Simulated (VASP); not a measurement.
# HfB (P6_3/mmc) in VASP: notebook, part 2 of 2

VASP 6.6.1. Earlier steps stand in the parts before.

## Step 3: Single point, LDA

This run uses another cell than the first one, of 16.35 Å³/atom.

The input, INCAR:

```
ALGO = Normal ; EDIFF = 1E-6
ENCUT = 500 ; GGA_COMPAT = False
ISIF = 2 ; ISMEAR = 1
LASPH = True ; LCHARG = False
LREAL = False ; LWAVE = False
NBANDS = 21 ; NELM = 120
PREC = Accurate ; SIGMA = 0.1
```

The input, KPOINTS:

```
k-points
0
Gamma
  7 7 4
```

The input, POSCAR:

```
HfB
1.0
    4.0220694099      0.0000000000      0.0000000000
   -2.0110347049      3.4832142847      0.0000000000
    0.0000000000      0.0000000000      4.6689554876
Hf B
2 2
Direct
    0.3333333333      0.6666666667     -0.0625003387
    0.6666666667      0.3333333333      0.4374996613
    0.3333333333      0.6666666667      0.4375003387
    0.6666666667      0.3333333333      0.9375003387
```

Potentials or basis: VASP PAW LDA potentials, release 64 (Hf_pv, B).

Launch:

```sh
> cat potpaw_LDA.64/Hf_pv/POTCAR potpaw_LDA.64/B/POTCAR > POTCAR
> mpirun -np 1 vasp_std > vasp.out
```

OUTCAR:

```text
EDIFF = 1E-6
   ENCUT = 500
   ISIF = 2
   ISMEAR = 1
   LASPH = True
   LREAL = False
   NELM = 120
   PREC = Accurate

 ion  position               nearest neighbor table
   1  0.333  0.667  0.937-   4 2.32   4 2.32   4 2.32   3 2.33   3 2.33   2 3.29   2 3.29   2 3.29
                             2 3.29   2 3.29   2 3.29
   2  0.667  0.333  0.437-   3 2.32   3 2.32   3 2.32   4 2.33   4 2.33   1 3.29   1 3.29   1 3.29
                             1 3.29   1 3.29   1 3.29
   3  0.333  0.667  0.438-   2 2.32   2 2.32   2 2.32   1 2.33   1 2.33
   4  0.667  0.333  0.938-   1 2.32   1 2.32   1 2.32   2 2.33   2 2.33

  LATTYP: Found a hexagonal cell.
 ALAT       =     4.0220694099
 C/A-ratio  =     1.1608341408

  Lattice vectors:

 A1 = (   4.0220694099,   0.0000000000,   0.0000000000)
 A2 = (  -2.0110347049,   3.4832142847,   0.0000000000)
 A3 = (   0.0000000000,   0.0000000000,   4.6689554876)

Analysis of symmetry for initial positions (statically):
=====================================================================
 Subroutine PRICEL returns:
 Original cell was already a primitive cell.

 Routine SETGRP: Setting up the symmetry group for a
 hexagonal supercell.

 Subroutine GETGRP returns: Found 24 space group operations
 (whereof  6 operations were pure point group operations)
 out of a pool of 24 trial point group operations.

The static configuration has the point symmetry C_3v.
 The point group associated with its full space group is D_6h.

Analysis of symmetry for dynamics (positions and initial velocities):
=====================================================================
 Subroutine PRICEL returns:
 Original cell was already a primitive cell.

 Routine SETGRP: Setting up the symmetry group for a
 hexagonal supercell.

 Subroutine GETGRP returns: Found 24 space group operations
 (whereof  6 operations were pure point group operations)
 out of a pool of 24 trial point group operations.

The dynamic configuration has the point symmetry C_3v.
 The point group associated with its full space group is D_6h.

 Subroutine INISYM returns: Found 24 space group operations
 (whereof  6 operations are pure point group operations),
 and found     1 'primitive' translations

----------------------------------------------------------------------------------------

                                     Primitive cell

  volume of cell :      65.4108

  direct lattice vectors                    reciprocal lattice vectors
     4.022069410  0.000000000  0.000000000     0.248628230  0.143545576  0.000000000
    -2.011034705  3.483214285  0.000000000     0.000000000  0.287091152  0.000000000
     0.000000000  0.000000000  4.668955488     0.000000000  0.000000000  0.214180667

  length of vectors
     4.022069410  4.022069410  4.668955488     0.287091152  0.287091152  0.214180667

  position of ions in fractional coordinates (direct lattice)
     0.333333333  0.666666667  0.937499661
     0.666666667  0.333333333  0.437499661
     0.333333333  0.666666667  0.437500339
     0.666666667  0.333333333  0.937500339

  ion indices of the primitive-cell ions
   primitive index   ion index
                 1           1
                 2           2
                 3           3
                 4           4

----------------------------------------------------------------------------------------

 KPOINTS: k-points

Automatic generation of k-mesh.
 Grid dimensions read from file:
 generate k-points for:    7    7    4

 Generating k-lattice:

  Cartesian coordinates                     Fractional coordinates (reciprocal lattice)
     0.035518319  0.020506511  0.000000000     0.142857143  0.000000000  0.000000000
     0.000000000  0.041013022  0.000000000     0.000000000  0.142857143  0.000000000
     0.000000000  0.000000000  0.053545167     0.000000000  0.000000000  0.250000000

  Length of vectors
     0.041013022  0.041013022  0.053545167

  Shift w.r.t. Gamma in fractional coordinates (k-lattice)
     0.000000000  0.000000000  0.000000000

 Subroutine IBZKPT returns following result:
 ===========================================

 Found     24 irreducible k-points:

 Following reciprocal coordinates:
            Coordinates               Weight
  0.000000  0.000000  0.000000      1.000000
  0.142857  0.000000  0.000000      6.000000
  0.285714 -0.000000  0.000000      6.000000
  0.428571  0.000000  0.000000      6.000000
  0.142857  0.142857  0.000000      6.000000
  0.285714  0.142857  0.000000     12.000000
[... 16 lines left out ...]
  0.428571  0.142857  0.500000      6.000000
  0.285714  0.285714  0.500000      6.000000
   k-points           NKPTS =     24   k-points in BZ     NKDIM =     24   number of bands    NBANDS=     21
   number of dos      NEDOS =    301   number of ions     NIONS =      4
   total plane-waves  NPLWV =  32400
   dimension x,y,z NGX =    30 NGY =   30 NGZ =   36
   dimension x,y,z NGXF=    60 NGYF=   60 NGZF=   72
   ions per type =               2   2
   NGX,Y,Z   is equivalent  to a cutoff of  12.40, 12.40, 12.82 a.u.
   NGXF,Y,Z  is equivalent  to a cutoff of  24.80, 24.80, 25.64 a.u.
 SYSTEM =  unknown system
   PREC   = accura    normal or accurate (medium, high low for compatibility)
   ISTART =      0    job   : 0-new  1-cont  2-samecut
   ICHARG =      2    charge: 1-file 2-atom 10-const
   ISPIN  =      1    spin polarized calculation?
   LNONCOLLINEAR =      F non collinear calculations
   LSORBIT =      F    spin-orbit coupling
   LASPH  =      T    aspherical Exc in radial PAW
   ENCUT  =  500.0 eV  36.75 Ry    6.06 a.u.   7.33  7.33  8.51*2*pi/ulx,y,z
   NELM   =    120;   NELMIN=  2; NELMDL= -5     # of ELM steps
   EDIFF  = 0.1E-05   stopping-criterion for ELM
   LREAL  =      F    real-space projection
[... 7 lines left out ...]
   TEBEG  =    0.0;   TEEND  =   0.0 temperature during run
   PSTRESS=    0.0 pullay stress
   NELECT =      26.0000    total number of electrons
   NUPDOWN=      -1.0000    fix difference up-down
   EMIN   =  10.00;   EMAX   =-10.00  energy-range for DOS
   EFERMI =   0.00;   METHOD = LEGACY
   ISMEAR =     1;   SIGMA  =   0.10  broadening in eV -4-tet -1-fermi 0-gaus
   EFERMI_NEDOS =   21; number of points for ismear=-14 and -15
   IALGO  =     38    algorithm
   IMIX   =      4    mixing-type and parameters
     AMIX     =   0.40;   BMIX     =  1.00
     AMIX_MAG =   1.60;   BMIX_MAG =  1.00
  volume/ion in A,a.u.               =      16.35       110.35
  Fermi-wavevector in a.u.,A,eV,Ry     =   1.203694  2.274652 19.713201  1.448879
  Thomas-Fermi vector in A             =   2.339440
   LORBIT       =      0    0 simple, 1 ext, 2 COOP (PROOUT), +10 PAW based schemes
   GGA     = CA    functional components
   LHFCALC =     F    Hartree Fock is set to
   AEXX    =    0.0000 exact exchange contribution
   IVDW    =     0    specifies the selected vdW correction
   LEPSILON=     F    determine dielectric tensor
   LRPA    =     F    only Hartree local field effects (RPA)
 non-spin polarized calculation
 Methfessel and Paxton  Order N= 1 SIGMA  =   0.10
  energy-cutoff  :      500.00
  volume of cell :       65.41
 maximum number of plane-waves:      1691
 NGX is ok and might be reduce to    30
   NGX = 15   NGY = 15   NGZ = 17

 number of electron      26.0000002 magnetization

 Free energy of the ion-electron system (eV)
  ---------------------------------------------------
  ext. energy  EPLUGINS =         0.00000000
  ---------------------------------------------------
  free energy    TOTEN  =       -35.36919282 eV

  energy without entropy =      -35.36446470  energy(sigma->0) =      -35.36761678

 E-fermi :   2.9695     XC(G=0): -10.9331

 val. band max:        2.9460041642   @ k =   0.2857  -0.0000   0.2500
 cond. band min:       2.9870261708   @ k =   0.4286   0.1429   0.2500
 fundamental gap:      0.0410220066
 Fermi energy:         2.9694814825

 k-point     1 :       0.0000    0.0000    0.0000
  band No.  band energies     occupation
      1     -26.4489      2.00000
      2     -26.3305      2.00000
      3     -26.3305      2.00000
      4     -26.1558      2.00000
      5     -26.1558      2.00000
      6     -26.0010      2.00000
[... 550 lines left out ...]
      5     -26.0514      2.00000
      6     -26.0514      2.00000
[... 13 lines left out ...]
     20       9.0804      0.00000
     21       9.5745      0.00000

------------------------ aborting loop because EDIFF is reached ----------------------------------------

  FORCE on cell =-STRESS in cart. coord.  units (eV):
  Direction    XX          YY          ZZ          XY          YZ          ZX
  --------------------------------------------------------------------------------------
  -------------------------------------------------------------------------------------
  Total        0.1136701      0.1136701      0.3116488      0.0000000      0.0000000      0.0000000
  in kB        2.7842448      2.7842448      7.6335489      0.0000000      0.0000000      0.0000000
  external PRESSURE =       4.4006795 kB  Pullay stress =       0.0000000 kB

 VOLUME and BASIS-vectors are now :
 -----------------------------------------------------------------------------
  energy-cutoff  :      500.00
  volume of cell :       65.41
      direct lattice vectors                 reciprocal lattice vectors
     4.022069410  0.000000000  0.000000000     0.248628230  0.143545576  0.000000000
    -2.011034705  3.483214285  0.000000000     0.000000000  0.287091152  0.000000000
     0.000000000  0.000000000  4.668955488     0.000000000  0.000000000  0.214180667

 POSITION                                       TOTAL-FORCE (eV/Angst)
 -----------------------------------------------------------------------------------
     -0.00000      2.32214      4.37714        -0.000000      0.000000      0.000000
      2.01103      1.16107      2.04267         0.000000     -0.000000      0.000000
     -0.00000      2.32214      2.04267         0.000000      0.000000      0.000000
      2.01103      1.16107      4.37715        -0.000000      0.000000     -0.000000
 -----------------------------------------------------------------------------------
    total drift:                               -0.000000      0.000000     -0.000289

  FREE ENERGIE OF THE ION-ELECTRON SYSTEM (eV)
  ---------------------------------------------------
  free  energy   TOTEN  =       -35.3691928228 eV

  energy  without entropy=      -35.3644647030  energy(sigma->0) =      -35.36761678
```

stdout:

```text
POSCAR found type information on POSCAR HfB
 POSCAR found :  2 types and       4 ions
 scaLAPACK will be used
 LDA part: xc-table for (Slater(with rela. corr.)+CA(PZ))
 , standard interpolation
 POSCAR, INCAR and KPOINTS ok, starting setup
 FFT: planning ... GRIDC
 FFT: planning ... GRID_SOFT
 FFT: planning ... GRID
 WAVECAR not read
 entering main loop
```

It took 27 s on 1 thread of Intel Xeon 8259CL, shared host; peak memory 0.17 GiB.

What came out:

```
Free energy            : -35.3692 eV
Pressure               : 0.4 GPa
Band gap on the k mesh : zero (bands 13 and 14 overlap by 1.72 eV)
```

Stress tensor (GPa, compression positive):
```
0.28 0.00 0.00
0.00 0.28 0.00
0.00 0.00 0.76
```

Levels at points of the mesh, in eV from the Fermi level:
```
           k point  band 11  band 12  band 13  band 14  band 15  band 16
(0.00, 0.00, 0.00)    -0.90    -0.90    -0.26     1.62     1.62     3.16
(0.00, 0.00, 0.50)    -1.57    -1.57    -1.48    -1.48     4.81     4.81
```

Caveat: spin-orbit coupling is left out, which moves the levels of the heavy elements.

## Step 4: Relaxation of cell and atoms, LDA

This run uses another cell than the first one, of 12.11 Å³/atom.

The input, INCAR:

```
SYSTEM = HfB
PREC = Accurate
ENCUT = 500
EDIFF = 1E-7
ISMEAR = 1
SIGMA = 0.1
LREAL = .False.
LASPH = .True.
NELM = 120
ALGO = Normal
ISIF = 3
LWAVE = .False.
LCHARG = .False.
GGA = CA
IBRION = 2
NSW = 60
EDIFFG = -0.01
GGA_COMPAT = .False.
NELMIN = 4
```

The input, KPOINTS:

```
Automatic mesh
0
Gamma
  7 7 4
  0 0 0
```

The input, POSCAR:

```
HfB
1.0
    3.2700000000      0.0000000000      0.0000000000
   -1.6350000000      2.8319030704      0.0000000000
    0.0000000000      0.0000000000      5.2320000000
Hf B
2 2
Direct
    0.0000000000      0.0000000000      0.0000000000
    0.0000000000      0.0000000000      0.5000000000
    0.3333333333      0.6666666667      0.2500000000
    0.6666666667      0.3333333333      0.7500000000
```

Launch:

```sh
> cat potpaw_LDA.64/Hf_pv/POTCAR potpaw_LDA.64/B/POTCAR > POTCAR
> mpirun -np 1 vasp_std > vasp.out
```

Run time: 84 s. Hardware: 1 thread of Intel Xeon 8259CL, shared host; peak memory 0.16 GiB.

The run converged. Its results:

```
Free energy                           : -36.2889 eV
Relaxed volume                        : 14.06 Å³/atom
Relaxed cell                          : a = 3.283 Å, b = 3.283 Å, c = 6.027 Å, α = 90.00°, β = 90.00°, γ = 120.00°
Space group after relaxing (to 0.1 Å) : P6_3/mmc (No. 194)
Energy gained by relaxing             : 317.8 meV/atom
Ionic steps                           : 10
Pressure after relaxing               : 0.0 GPa
Band gap on the k mesh                : zero (bands 13 and 14 overlap by 3.21 eV)
```

The path:
```csv
step,energy change (eV),largest force (eV/Å),pressure (GPa),volume (Å³)
1,0.0000,0.0000,34.74,48.45
2,-0.2089,0.0000,-23.26,68.82
3,-1.1441,0.0000,-4.34,58.00
4,-1.2713,0.0000,0.20,56.20
5,-1.2713,0.0000,0.13,56.22
6,-1.2713,0.0000,0.03,56.26
7,-1.2713,0.0000,-0.10,56.30
8,-1.2713,0.0000,-0.10,56.30
9,-1.2713,0.0000,-0.05,56.29
10,-1.2714,0.0000,0.04,56.25
```

Final structure:
```
Hf B
1.0
     3.28302    0.00000    0.00000
    -1.64151    2.84318    0.00000
     0.00000    0.00000    6.02670
Hf B
2 2
Cartesian
  0.0000 0.0000 0.0000
  0.0000 0.0000 3.0133
  0.0000 1.8955 1.5067
  1.6415 0.9477 4.5200
```

Levels at points of the mesh, in eV from the Fermi level:
| k point | band 9 | band 10 | band 11 | band 12 | band 13 | band 14 | band 15 | band 16 | band 17 |
| --- | --- | --- | --- | --- | --- | --- | --- | --- | --- |
| (0.00, 0.00, 0.00) | -5.05 | -0.85 | -0.85 | -0.85 | 2.34 | 2.34 | 2.41 | 2.41 | 2.63 |
| (0.00, 0.00, 0.50) | -1.88 | -1.88 | 0.18 | 0.18 | 0.18 | 0.18 | 3.41 | 3.41 | 3.41 |

Caveat: the volume moved by over 15 % at a fixed basis, so the end points are rough; spin-orbit coupling is left out, which moves the levels of the heavy elements.

## Step 5: Relaxation of cell and atoms, LDA

This run uses another cell than the first one, of 14.02 Å³/atom.

The input, INCAR:

```
ALGO = Normal
EDIFF = 1E-7
EDIFFG = -0.01
ENCUT = 500
GGA = CA
GGA_COMPAT = F
IBRION = 2
ISIF = 3
ISMEAR = 1
LASPH = T
LCHARG = F
LREAL = F
LWAVE = F
NELM = 120
NELMIN = 4
NSW = 60
PREC = Accurate
SIGMA = 0.1
```

The input, KPOINTS:

```
k-points
0
Gamma
  7 7 4
```

The input, POSCAR:

```
HfB
1.0
    3.2786758693      0.0000000000      0.0000000000
   -1.6393379347      2.8394165936      0.0000000000
    0.0000000000      0.0000000000      6.0254387671
Hf B
2 2
Direct
    0.0000000000      0.0000000000      0.0000000000
    0.0000000000      0.0000000000      0.5000000000
    0.3333333333      0.6666666667      0.2500000000
    0.6666666667      0.3333333333      0.7500000000
```

Launch:

```sh
> cat potpaw_LDA.64/Hf_pv/POTCAR potpaw_LDA.64/B/POTCAR > POTCAR
> mpirun -np 1 vasp_std > vasp.out
```

Wall time 34 s (1 thread of Intel Xeon 8259CL, shared host); peak memory 0.16 GiB.

It converged, with:

```
Free energy                           : -36.2922 eV
Relaxed volume                        : 14.07 Å³/atom
Relaxed cell                          : a = 3.283 Å, b = 3.283 Å, c = 6.031 Å, α = 90.00°, β = 90.00°, γ = 120.00°
Space group after relaxing (to 0.1 Å) : P6_3/mmc (No. 194)
Energy gained by relaxing             : 0.1 meV/atom
Ionic steps                           : 3
Pressure after relaxing               : 0.0 GPa
Band gap on the k mesh                : zero (bands 13 and 14 overlap by 3.21 eV)
```

Stress tensor (GPa, compression positive):
```
 0.02  0.00  0.00
 0.00  0.02  0.00
 0.00  0.00 -0.07
```

Step by step:
| step | energy change (eV) | largest force (eV/Å) | pressure (GPa) | volume (Å³) |
| --- | --- | --- | --- | --- |
| 1 | 0.0000 | 0.0000 | 0.52 | 56.09 |
| 2 | 0.0000 | 0.0000 | -0.56 | 56.47 |
| 3 | -0.0003 | 0.0000 | -0.01 | 56.28 |

Final structure:
```
CELL_PARAMETERS angstrom
3.28259 0.00000 0.00000
-1.64129 2.84280 0.00000
0.00000 0.00000 6.03055
ATOMIC_POSITIONS crystal
Hf 0.00000 0.00000 0.00000
Hf 0.00000 0.00000 0.50000
B 0.33333 0.66667 0.25000
B 0.66667 0.33333 0.75000
```

Levels at points of the mesh, in eV from the Fermi level:
```csv
k point,band 9,band 10,band 11,band 12,band 13,band 14,band 15,band 16,band 17
"(0.00, 0.00, 0.00)",-5.06,-0.85,-0.85,-0.85,2.34,2.34,2.41,2.41,2.63
"(0.00, 0.00, 0.50)",-1.89,-1.89,0.18,0.18,0.18,0.18,3.42,3.42,3.42
```

Caveat: spin-orbit coupling is left out, which moves the levels of the heavy elements.

## Step 6: Summary

```csv
task,cell,k mesh,gap on the mesh (eV),pressure (GPa),relaxed volume (Å³/atom)
single point,"a = 4.033, b = 4.033, c = 4.627 Å, angles 90.0, 90.0, 120.0°, 4 atoms, atomic positions A",6 × 6 × 5,none,0.7,-
single point,"a = 4.022, b = 4.022, c = 4.669 Å, angles 90.0, 90.0, 120.0°, 4 atoms, atomic positions A",7 × 7 × 4,none,0.4,-
relaxation of cell and atoms,"relaxed from a = 3.270, b = 3.270, c = 5.232 Å, angles 90.0, 90.0, 120.0°, 4 atoms, atomic positions B",7 × 7 × 4,none,0.0,14.06
relaxation of cell and atoms,"relaxed from a = 3.279, b = 3.279, c = 6.025 Å, angles 90.0, 90.0, 120.0°, 4 atoms, atomic positions B",7 × 7 × 4,none,0.0,14.07
```

Alike in all rows: level LDA; potentials or basis VASP PAW LDA potentials, release 64 (Hf_pv, B); no spin polarisation; cutoff (eV) 500; smearing methfessel-paxton 0.1 eV.

Caveats: spin-orbit coupling is left out, which moves the levels of the heavy elements; the volume moved by over 15 % at a fixed basis, so the end points are rough (at least some runs).

Absolute energies hang on the potentials; compare differences alone.

The gap in the log of VASP goes by the Fermi energy; the results here count the filled bands.